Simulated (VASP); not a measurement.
# GaCu (Fm-3m) in VASP: a series of runs

Runs on GaCu. Level: PBE. Tasks: relaxation of cell and atoms, single point.

All numbers are computed with VASP 6.6.1; they aren't measurements. Logs are shortened: lines on timing, memory, paths and dates and some standing lists are left out, and cuts for length are marked.

## Step 1: The cell of the first run

It takes space group Fm-3m (No. 225, cubic). Conventional cell: a = 4.997 Å, b = 4.997 Å, c = 4.997 Å, α = 90.00°, β = 90.00°, γ = 90.00°. Ga (site symmetry m-3m) has 6 Cu at 2.50 Å within 3.3 Å. Within 3.3 Å of Cu (site symmetry m-3m) lie 6 Ga at 2.50 Å.

The cell was generated, and may not be a known phase.

## Step 2: Relaxation of cell and atoms, PBE

File INCAR:

```
SYSTEM = GaCu
PREC = Accurate ; ENCUT = 600
EDIFF = 1E-6 ; ISMEAR = 0
SIGMA = 0.1 ; LREAL = .FALSE.
LASPH = .TRUE. ; NELM = 80
ALGO = Fast ; ISIF = 3
LWAVE = .FALSE. ; LCHARG = .FALSE.
GGA = PE ; IBRION = 2
NSW = 90 ; EDIFFG = -0.04
```

File KPOINTS:

```
regular mesh
0
G
  6 6 6
  0 0 0
```

File POSCAR:

```
GaCu
1.0
    0.0000000000      2.4986080800      2.4986080800
    2.4986080800      0.0000000000      2.4986080800
    2.4986080800      2.4986080800      0.0000000000
Ga Cu
1 1
Direct
    0.5000000000      0.5000000000      0.5000000000
    0.0000000000      0.0000000000      0.0000000000
```

Potentials or basis: VASP PAW PBE potentials, release 64 (Ga_d, Cu).

The run is started by

```sh
> cat potpaw_PBE.64/Ga_d/POTCAR potpaw_PBE.64/Cu/POTCAR > POTCAR
> mpirun -np 1 vasp_std > vasp.out
```

OUTCAR:

```text
SYSTEM = GaCu
   PREC = Accurate
   ENCUT = 600
   EDIFF = 1E-6
   ISMEAR = 0
   LREAL = .FALSE.
   LASPH = .TRUE.
   NELM = 80
   ISIF = 3
   GGA = PE
   IBRION = 2
   NSW = 90
   EDIFFG = -0.04

 ion  position               nearest neighbor table
   1  0.500  0.500  0.500-   2 2.50   2 2.50   2 2.50   2 2.50   2 2.50   2 2.50
   2  0.000  0.000  0.000-   1 2.50   1 2.50   1 2.50   1 2.50   1 2.50   1 2.50

  LATTYP: Found a face centered cubic cell.
 ALAT       =     4.9972161600

  Lattice vectors:

 A1 = (   0.0000000000,   2.4986080800,   2.4986080800)
 A2 = (   2.4986080800,   0.0000000000,   2.4986080800)
 A3 = (   2.4986080800,   2.4986080800,   0.0000000000)

Analysis of symmetry for initial positions (statically):
=====================================================================
 Subroutine PRICEL returns:
 Original cell was already a primitive cell.

 Routine SETGRP: Setting up the symmetry group for a
 face centered cubic supercell.

 Subroutine GETGRP returns: Found 48 space group operations
 (whereof 48 operations were pure point group operations)
 out of a pool of 48 trial point group operations.

The static configuration has the point symmetry O_h .

Analysis of symmetry for dynamics (positions and initial velocities):
=====================================================================
 Subroutine PRICEL returns:
 Original cell was already a primitive cell.

 Routine SETGRP: Setting up the symmetry group for a
 face centered cubic supercell.

 Subroutine GETGRP returns: Found 48 space group operations
 (whereof 48 operations were pure point group operations)
 out of a pool of 48 trial point group operations.

The dynamic configuration has the point symmetry O_h .

 Subroutine INISYM returns: Found 48 space group operations
 (whereof 48 operations are pure point group operations),
 and found     1 'primitive' translations

----------------------------------------------------------------------------------------

                                     Primitive cell

  volume of cell :      31.1978

  direct lattice vectors                    reciprocal lattice vectors
     0.000000000  2.498608080  2.498608080    -0.200111416  0.200111416  0.200111416
     2.498608080  0.000000000  2.498608080     0.200111416 -0.200111416  0.200111416
     2.498608080  2.498608080  0.000000000     0.200111416  0.200111416 -0.200111416

  length of vectors
     3.533565434  3.533565434  3.533565434     0.346603139  0.346603139  0.346603139

  position of ions in fractional coordinates (direct lattice)
     0.500000000  0.500000000  0.500000000
     0.000000000  0.000000000  0.000000000

  ion indices of the primitive-cell ions
   primitive index   ion index
                 1           1
                 2           2

----------------------------------------------------------------------------------------

 KPOINTS: regular mesh

Automatic generation of k-mesh.
 Grid dimensions read from file:
 generate k-points for:    6    6    6

 Generating k-lattice:

  Cartesian coordinates                     Fractional coordinates (reciprocal lattice)
    -0.033351903  0.033351903  0.033351903     0.166666667  0.000000000  0.000000000
     0.033351903 -0.033351903  0.033351903     0.000000000  0.166666667  0.000000000
     0.033351903  0.033351903 -0.033351903     0.000000000  0.000000000  0.166666667

  Length of vectors
     0.057767190  0.057767190  0.057767190

  Shift w.r.t. Gamma in fractional coordinates (k-lattice)
     0.000000000  0.000000000  0.000000000

 Subroutine IBZKPT returns following result:
 ===========================================

 Found     16 irreducible k-points:

 Following reciprocal coordinates:
            Coordinates               Weight
  0.000000  0.000000  0.000000      1.000000
  0.166667  0.000000  0.000000      8.000000
  0.333333  0.000000  0.000000      8.000000
  0.500000  0.000000  0.000000      4.000000
  0.166667  0.166667  0.000000      6.000000
  0.333333  0.166667  0.000000     24.000000
[... 8 lines left out ...]
 -0.333333  0.333333  0.166667     24.000000
 -0.333333  0.500000  0.166667     12.000000
   k-points           NKPTS =     16   k-points in BZ     NKDIM =     16   number of bands    NBANDS=     16
   number of dos      NEDOS =    301   number of ions     NIONS =      2
   total plane-waves  NPLWV =  21952
   dimension x,y,z NGX =    28 NGY =   28 NGZ =   28
   dimension x,y,z NGXF=    56 NGYF=   56 NGZF=   56
   ions per type =               1   1
   NGX,Y,Z   is equivalent  to a cutoff of  13.17, 13.17, 13.17 a.u.
   NGXF,Y,Z  is equivalent  to a cutoff of  26.35, 26.35, 26.35 a.u.
 SYSTEM =  GaCu
   PREC   = accura    normal or accurate (medium, high low for compatibility)
   ISTART =      0    job   : 0-new  1-cont  2-samecut
   ICHARG =      2    charge: 1-file 2-atom 10-const
   ISPIN  =      1    spin polarized calculation?
   LNONCOLLINEAR =      F non collinear calculations
   LSORBIT =      F    spin-orbit coupling
   LASPH  =      T    aspherical Exc in radial PAW
   ENCUT  =  600.0 eV  44.10 Ry    6.64 a.u.   7.06  7.06  7.06*2*pi/ulx,y,z
   NELM   =     80;   NELMIN=  2; NELMDL= -5     # of ELM steps
   EDIFF  = 0.1E-05   stopping-criterion for ELM
   LREAL  =      F    real-space projection
   EDIFFG = -.4E-01   stopping-criterion for IOM
   NSW    =     90    number of steps for IOM
   IBRION =      2    ionic relax: 0-MD 1-quasi-New 2-CG
   NFREE  =      1    steps in history (QN), initial steepest desc. (CG)
   ISIF   =      3    stress and relaxation
   ISYM   =      2    0-nonsym 1-usesym 2-fastsym
   POTIM  = 0.5000    time-step for ionic-motion
   TEBEG  =    0.0;   TEEND  =   0.0 temperature during run
   PSTRESS=    0.0 pullay stress
   NELECT =      24.0000    total number of electrons
   NUPDOWN=      -1.0000    fix difference up-down
   EMIN   =  10.00;   EMAX   =-10.00  energy-range for DOS
   EFERMI =   0.00;   METHOD = LEGACY
   ISMEAR =     0;   SIGMA  =   0.10  broadening in eV -4-tet -1-fermi 0-gaus
   EFERMI_NEDOS =   21; number of points for ismear=-14 and -15
   IALGO  =     68    algorithm
   IMIX   =      4    mixing-type and parameters
     AMIX     =   0.40;   BMIX     =  1.00
     AMIX_MAG =   1.60;   BMIX_MAG =  1.00
  volume/ion in A,a.u.               =      15.60       105.27
  Fermi-wavevector in a.u.,A,eV,Ry     =   1.500043  2.834671 30.614873  2.250130
  Thomas-Fermi vector in A             =   2.611595
   LORBIT       =      0    0 simple, 1 ext, 2 COOP (PROOUT), +10 PAW based schemes
   GGA     = PE    functional components
   LHFCALC =     F    Hartree Fock is set to
   AEXX    =    0.0000 exact exchange contribution
   IVDW    =     0    specifies the selected vdW correction
   LEPSILON=     F    determine dielectric tensor
   LRPA    =     F    only Hartree local field effects (RPA)
 conjugate gradient relaxation of ions
 non-spin polarized calculation
 RMM-DIIS sequential band-by-band and
 Gauss-broadening in eV      SIGMA  =   0.10
  energy-cutoff  :      600.00
  volume of cell :       31.20
 maximum number of plane-waves:      1056
   NGX = 15   NGY = 15   NGZ = 15

--------------------------------------- Ionic step        1  -------------------------------------------

 number of electron      24.0000017 magnetization

 Free energy of the ion-electron system (eV)
  ---------------------------------------------------
  ext. energy  EPLUGINS =         0.00000000
  ---------------------------------------------------
  free energy    TOTEN  =        -6.20213760 eV

  energy without entropy =       -6.19885897  energy(sigma->0) =       -6.20049828

------------------------ aborting loop because EDIFF is reached ----------------------------------------

  FORCE on cell =-STRESS in cart. coord.  units (eV):
  Direction    XX          YY          ZZ          XY          YZ          ZX
  --------------------------------------------------------------------------------------
  -------------------------------------------------------------------------------------
  Total        0.9914369      0.9914369      0.9914369      0.0000000      0.0000000      0.0000000
  in kB       50.9156460     50.9156460     50.9156460      0.0000000      0.0000000      0.0000000
  external PRESSURE =      50.9156460 kB  Pullay stress =       0.0000000 kB

 VOLUME and BASIS-vectors are now :
 -----------------------------------------------------------------------------
  energy-cutoff  :      600.00
  volume of cell :       31.20
      direct lattice vectors                 reciprocal lattice vectors
     0.000000000  2.498608080  2.498608080    -0.200111416  0.200111416  0.200111416
     2.498608080  0.000000000  2.498608080     0.200111416 -0.200111416  0.200111416
     2.498608080  2.498608080  0.000000000     0.200111416  0.200111416 -0.200111416

 POSITION                                       TOTAL-FORCE (eV/Angst)
 -----------------------------------------------------------------------------------
      2.49861      2.49861      2.49861         0.000000     -0.000000      0.000000
      0.00000      0.00000      0.00000         0.000000      0.000000     -0.000000
 -----------------------------------------------------------------------------------
    total drift:                                0.000000      0.000000      0.000000

  FREE ENERGIE OF THE ION-ELECTRON SYSTEM (eV)
  ---------------------------------------------------
  free  energy   TOTEN  =        -6.2021375971 eV
[... 17 lines left out ...]
 VOLUME and BASIS-vectors are now :
 -----------------------------------------------------------------------------
  energy-cutoff  :      600.00
  volume of cell :       33.49
      direct lattice vectors                 reciprocal lattice vectors
     0.000000000  2.558361729  2.558361729    -0.195437570  0.195437570  0.195437570
     2.558361729  0.000000000  2.558361729     0.195437570 -0.195437570  0.195437570
     2.558361729  2.558361729  0.000000000     0.195437570  0.195437570 -0.195437570

 POSITION                                       TOTAL-FORCE (eV/Angst)
 -----------------------------------------------------------------------------------
      2.55836      2.55836      2.55836         0.000000      0.000000     -0.000000
      2.55836      2.55836      5.11672        -0.000000     -0.000000      0.000000
 -----------------------------------------------------------------------------------
    total drift:                                0.000000      0.000000      0.000000

  FREE ENERGIE OF THE ION-ELECTRON SYSTEM (eV)
  ---------------------------------------------------
  free  energy   TOTEN  =        -6.2296823700 eV

  energy  without entropy=       -6.2263670502  energy(sigma->0) =       -6.22802471

--------------------------------------- Ionic step        3  -------------------------------------------

 number of electron      23.9999986 magnetization

 Free energy of the ion-electron system (eV)
  ---------------------------------------------------
  ext. energy  EPLUGINS =         0.00000000
  ---------------------------------------------------
  free energy    TOTEN  =        -6.23072141 eV

  energy without entropy =       -6.22743979  energy(sigma->0) =       -6.22908060

 E-fermi :   5.4477     XC(G=0): -11.2344

 val. band max:        5.3658615418   @ k =   0.5000   0.3333   0.0000
 cond. band min:       5.7728858358   @ k =   0.3333   0.1667   0.0000
 fundamental gap:      0.4070242940
 Fermi energy:         5.4477301194

 k-point     1 :       0.0000    0.0000    0.0000
  band No.  band energies     occupation
      1      -9.2481      2.00000
      2      -9.2481      2.00000
      3      -9.2166      2.00000
      4      -9.2166      2.00000
      5      -9.2166      2.00000
      6      -4.4425      2.00000
[... 8 lines left out ...]
     15      15.5902      0.00000
     16      16.7156      0.00000

 k-point     2 :       0.1667    0.0000    0.0000
  band No.  band energies     occupation
      1      -9.2458      2.00000
      2      -9.2458      2.00000
      3      -9.2158      2.00000
      4      -9.2048      2.00000
      5      -9.2048      2.00000
      6      -3.9580      2.00000
[... 8 lines left out ...]
     15      14.6033      0.00000
     16      16.2449      0.00000
[... 277 lines left out ...]
 VOLUME and BASIS-vectors are now :
 -----------------------------------------------------------------------------
  energy-cutoff  :      600.00
  volume of cell :       33.07
      direct lattice vectors                 reciprocal lattice vectors
     0.000000000  2.547686837  2.547686837    -0.196256460  0.196256460  0.196256460
     2.547686837  0.000000000  2.547686837     0.196256460 -0.196256460  0.196256460
     2.547686837  2.547686837  0.000000000     0.196256460  0.196256460 -0.196256460

 POSITION                                       TOTAL-FORCE (eV/Angst)
 -----------------------------------------------------------------------------------
      2.54769      2.54769      2.54769         0.000000      0.000000     -0.000000
      0.00000      0.00000      0.00000        -0.000000     -0.000000      0.000000
 -----------------------------------------------------------------------------------
    total drift:                                0.000000      0.000000      0.000000

  FREE ENERGIE OF THE ION-ELECTRON SYSTEM (eV)
  ---------------------------------------------------
  free  energy   TOTEN  =        -6.2307214122 eV

  energy  without entropy=       -6.2274397891  energy(sigma->0) =       -6.22908060

 reached required accuracy - stopping structural energy minimisation
```

Run time: 24 s. Hardware: 1 thread of Intel Xeon Platinum 8488C (Sapphire Rapids), shared host; peak memory 0.16 GiB.

What came out:

| Item | Value |
| --- | --- |
| Free energy | -6.2307 eV |
| Relaxed volume | 16.54 Å³/atom |
| Relaxed cell | a = 3.603 Å, b = 3.603 Å, c = 3.603 Å, α = 60.00°, β = 60.00°, γ = 60.00° |
| Space group after relaxing (to 0.1 Å) | Fm-3m (No. 225) |
| Energy gained by relaxing | 14.3 meV/atom |
| Ionic steps | 3 |
| Pressure after relaxing | 0.2 GPa |
| Band gap on the k mesh | zero (bands 12 and 13 overlap by 6.42 eV) |

Step by step:
```
step  energy change (eV)  largest force (eV/Å)  pressure (GPa)  volume (Å³)
   1              0.0000                0.0000            5.09        31.20
   2             -0.0275                0.0000           -0.99        33.49
   3             -0.0286                0.0000            0.22        33.07
```

Final structure:
```yaml
crystal:
  lattice:
    - [0.00000, 2.54769, 2.54769]
    - [2.54769, 0.00000, 2.54769]
    - [2.54769, 2.54769, 0.00000]
  atoms:
    - { symbol: Ga, position: [0.50000, 0.50000, 0.50000] }
    - { symbol: Cu, position: [0.00000, 0.00000, 0.00000] }
```

Levels at points of the mesh, in eV from the Fermi level:
| k point | band 9 | band 10 | band 11 | band 12 | band 13 | band 14 | band 15 | band 16 |
| --- | --- | --- | --- | --- | --- | --- | --- | --- |
| (0.00, 0.00, 0.00) | -3.02 | -2.94 | -2.94 | 5.29 | 5.29 | 5.29 | 10.14 | 11.27 |
| (0.50, 0.00, 0.00) | -3.41 | -2.76 | -2.76 | -2.23 | 6.05 | 6.05 | 7.24 | 7.24 |
| (0.50, 0.50, 0.00) | -2.81 | -2.66 | -2.66 | -1.47 | 1.14 | 1.14 | 3.16 | 6.62 |

Caveat: the k points lie up to 0.36 Å⁻¹ apart in the final cell, too coarse for converged energies and pressures of a metal.

## Step 3: Single point, PBE

This run uses another cell than the first one, of 16.45 Å³/atom.

File INCAR:

```
  PREC = Accurate
  ENCUT = 520
  EDIFF = 1E-6
  ISMEAR = 0
  SIGMA = 0.1
  LREAL = False
  LASPH = True
  NELM = 60
  ALGO = Fast
  ISIF = 2
  LWAVE = False
  LCHARG = True
  GGA = PE
  LELF = True
  LVHAR = True
  NBANDS = 19
```

File KPOINTS:

```
Automatic mesh
0
Gamma
  18 18 18
```

File POSCAR:

```
GaCu
1.0
    0.0000000000      2.5434244549      2.5434244549
    2.5434244549      0.0000000000      2.5434244549
    2.5434244549      2.5434244549      0.0000000000
Ga Cu
1 1
Direct
    0.5000000000      0.5000000000      0.5000000000
    0.0000000000      0.0000000000      0.0000000000
```

Potentials or basis: VASP PAW PBE potentials, release 64 (Ga_d, Cu).

The run is started by

```sh
> cat potpaw_PBE.64/Ga_d/POTCAR potpaw_PBE.64/Cu/POTCAR > POTCAR
> mpirun -np 1 vasp_std > vasp.out
```

Run time: 1.7 min. Hardware: 1 thread of Intel Xeon Platinum 8488C (Sapphire Rapids), shared host; peak memory 0.25 GiB.

Results (log left out):

| Item | Value |
| --- | --- |
| Free energy | -6.2516 eV |
| Pressure | 0.1 GPa |
| Band gap on the k mesh | zero (bands 12 and 13 overlap by 6.68 eV) |

Levels at points of the mesh, in eV from the Fermi level:
```
           k point  band 9  band 10  band 11  band 12  band 13  band 14  band 15  band 16
(0.00, 0.00, 0.00)   -3.12    -3.04    -3.04     5.22     5.22     5.22    10.13    11.12
(0.50, 0.00, 0.00)   -3.52    -2.86    -2.86    -2.32     5.98     5.98     7.16     7.16
(0.50, 0.50, 0.00)   -2.91    -2.76    -2.76    -1.56     1.04     1.04     3.09     6.54
```

(Part 1 of 2 ends here.)

The gap in the log of VASP goes by the Fermi energy; the results here count the filled bands.